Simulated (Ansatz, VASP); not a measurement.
**One calculation of Ru, two programs**

```
Ru
1.0
    -1.50203    1.50203    1.50203
     1.50203   -1.50203    1.50203
     1.50203    1.50203   -1.50203
Ru
1
Direct
  0.00000 0.00000 0.00000
```

Alike in both runs: task relaxation of cell and atoms; functional r2SCAN; k mesh 15 × 15 × 15; occupations fermi-dirac, width 0.1 eV; no spin polarisation.

```csv
,VASP,Ansatz
version,VASP 6.6.1,Ansatz 0.2.0
potentials or method,"VASP PAW PBE potentials, release 64 (Ru_pv), cutoff 600 eV","plane waves (500 eV) with PAW, scalar-relativistic"
valence electrons in the cell,14,16
```

```csv
,VASP,Ansatz,Ansatz less VASP
relaxed volume (Å³/atom),14.01,13.94,-0.065
relaxed cell length with the largest relative difference (Å),2.630,2.626,-0.0040
```

VASP's potentials were made for PBE, not for r2SCAN. VASP's potentials hold 14 valence electrons a cell and Ansatz's 16, so a difference there can come from the potentials and not from the codes.
